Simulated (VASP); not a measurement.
Wanted: the native input for a VASP 6.6.1 run.

| Property | Result |
| --- | --- |
| Task | single point |
| Functional | PBEsol |
| Potentials or basis | VASP PAW PBE potentials, release 64 (O_h, C_h) |
| Cutoff | 1340 eV |
| k mesh | 9 × 9 × 9 |
| Occupations | fermi-dirac, width 0.05 eV |
| Spin | no spin polarisation |
| Dipole correction | no |
| Further INCAR settings | ALGO = Normal; EDIFF = 1e-06; NBANDS = 25 |

The structure of CO2 lies in POSCAR:

```
CO2
1.0
   -1.8582505344      1.8582505344      2.9453091065
    1.8582505344     -1.8582505344      2.9453091065
    1.8582505344      1.8582505344     -2.9453091065
O C
4 2
Direct
    0.8750000000      0.9380988177      0.5630988177
    0.3750000000      0.3119011823      0.4369011823
    0.0619011823      0.6250000000      0.9369011823
    0.6880988177      0.1250000000      0.0630988177
    0.0000000000      0.0000000000      0.0000000000
    0.7500000000      0.2500000000      0.5000000000
```

The input as run:

INCAR

```
SYSTEM = CO2
PREC = Accurate
ENCUT = 1340
EDIFF = 1E-6
ISMEAR = -1
SIGMA = 0.05
LREAL = .FALSE.
LASPH = .TRUE.
NELM = 120
ALGO = Normal
ISIF = 2
LWAVE = .FALSE.
LCHARG = .FALSE.
GGA = PS
NBANDS = 25
GGA_COMPAT = .FALSE.
```

KPOINTS

```
Automatic mesh
0
G
  9 9 9
  0 0 0
```

Potentials or basis: VASP PAW PBE potentials, release 64 (O_h, C_h).

The run is started by

```sh
$ cat potpaw_PBE.64/O_h/POTCAR potpaw_PBE.64/C_h/POTCAR > POTCAR
$ mpirun -np 1 vasp_std > vasp.out
```

It gave:

```yaml
Pressure: 20.0 GPa
Largest_force: 0.032 eV/Å
Band_gap_on_the_k_mesh: 7.63 eV (least direct gap 7.87 eV)
```

Caveat: the cell stands under pressure; the PAW data sets were made with another functional, which shifts forces and pressure a little.

Run time: 3.8 min on 1 thread of Intel(R) Xeon(R) Platinum 8259CL CPU @ 2.50GHz (Skylake/Cascade Lake) (shared host), peak memory 0.46 GiB.
